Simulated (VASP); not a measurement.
A run of VASP 6.6.1:

File INCAR:

```
SYSTEM = HfC
PREC = Accurate ; ENCUT = 520
EDIFF = 1E-7 ; ISMEAR = -1
SIGMA = 0.1 ; LREAL = .FALSE.
LASPH = .TRUE. ; NELM = 100
ALGO = Normal ; ISIF = 2
LWAVE = .FALSE. ; LCHARG = .FALSE.
GGA = CA ; NBANDS = 22
```

The input KPOINTS:

```
regular mesh
0
G
  8 8 5
  0 0 0
```

File POSCAR:

```
HfC
1.0
    3.2976866462      0.0000000000      0.0000000000
   -1.6488433280      2.8558804085      0.0000000000
    0.0000000000      0.0000000000      5.1323984344
Hf C
2 2
Direct
    0.6666666667      0.3333333333      0.7500000000
    0.3333333333      0.6666666667      0.2500000000
    0.0000000000      0.0000000000      0.0000000000
    0.0000000000      0.0000000000      0.5000000000
```

Potentials or basis: VASP PAW LDA potentials, release 64 (Hf_pv, C).

The run is started by

```sh
$ cat potpaw_LDA.64/Hf_pv/POTCAR potpaw_LDA.64/C/POTCAR > POTCAR
$ mpirun -np 1 vasp_std > vasp.out
```

Hardware: 1 thread of Intel(R) Xeon(R) Platinum 8259CL CPU @ 2.50GHz (Skylake/Cascade Lake) (shared host).

**Question.** Estimate the wall time of this run.

**Answer.** Run time: 29 s on 1 thread of Intel(R) Xeon(R) Platinum 8259CL CPU @ 2.50GHz (Skylake/Cascade Lake), on a shared host, peak memory 0.17 GiB. Counts: scf iterations 15, k points 30.
